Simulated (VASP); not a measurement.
Here is a VASP 6.6.1 calculation.

INCAR

```
SYSTEM = SrTiO3
ALGO = Normal ; EDIFF = 1E-6
ENCUT = 520 ; GGA = PE
ISIF = 2 ; ISMEAR = -1
LASPH = .TRUE. ; LCHARG = .FALSE.
LREAL = Auto ; LWAVE = .FALSE.
NBANDS = 96 ; NELM = 100
PREC = Accurate ; SIGMA = 0.02
```

KPOINTS

```
k-points
0
G
  4 2 2
  0 0 0
```

Contents of POSCAR:

```
SrTiO3
1.0
    3.9068515030      0.0000000000      0.0000000000
    0.0000000000      7.8137030060      0.0000000000
    0.0000000000      0.0000000000      7.8137030060
Sr Ti O
4 4 12
Direct
   -0.0024221550      0.0068044562      0.0008961180
    0.0105207480      0.0043378920      0.4994396379
    0.0032248474      0.4974494164     -0.0032908853
    0.0148221656      0.4924959391      0.5006905173
    0.4848108505      0.2515232533      0.2550629322
    0.4906457280      0.2519649132      0.7601558436
    0.4939995796      0.7490648154      0.2472855698
    0.4904225304      0.7524291614      0.7454190408
    0.4928751447      0.0022417028      0.2375492130
    0.4926212318      0.2595000090      0.0002015690
    0.0069562408      0.2411673439      0.2443518775
    0.4944180751      0.0032787271      0.7457251697
    0.4990814211      0.2470110521      0.4980112499
   -0.0066406414      0.2531331174      0.7517100401
    0.5149066962      0.4971820655      0.2584427638
    0.5074866548      0.7501229565     -0.0035154907
   -0.0014180216      0.7364926713      0.2547868787
    0.5049741457      0.5072308222      0.7543656312
    0.4855838515      0.7552493351      0.5017976748
    0.0118310102      0.7530126235      0.7323558364
```

Potentials or basis: VASP PAW PBE potentials, release 64 (Sr_sv, Ti_sv, O).

The run is started by

```bash
$ cat potpaw_PBE.64/Sr_sv/POTCAR potpaw_PBE.64/Ti_sv/POTCAR potpaw_PBE.64/O/POTCAR > POTCAR
$ mpirun -np 1 vasp_std > vasp.out
```

Problem. Estimate the largest force.

Solution. 1.233 eV/Å.

Problem. Predict the pressure.

Solution. 5.5 GPa.

Problem. Estimate the band gap on the k mesh.

Solution. 1.74 eV.

Forces in eV/Å, atoms in the order of the input:
```
Sr  -0.083 -0.414  0.006
Sr  -0.250 -0.343  0.102
Sr  -0.200  0.420  0.136
Sr  -0.319  0.537  0.032
Ti   0.329 -0.088  0.218
Ti   0.146 -0.119 -0.586
Ti   0.057  0.128  0.329
Ti   0.152 -0.003 -0.129
O    0.284 -0.708  0.233
O    0.186 -0.128 -0.296
O   -0.437  0.302  0.053
O    0.209  0.606  0.491
O    0.001  0.140  0.250
O    0.280  0.066 -0.034
O   -0.240  0.089 -0.303
O   -0.076  0.036  0.541
O    0.193  0.378 -0.292
O   -0.019 -1.026 -0.300
O    0.502  0.082 -1.123
O   -0.715  0.044  0.672
```

Caveat: the cell stands under pressure; the atoms stand as in a frame of molecular dynamics; forces of over 1 eV/Å act on the atoms, so gaps and moduli don't describe the material at rest. A k mesh can miss the band edges.
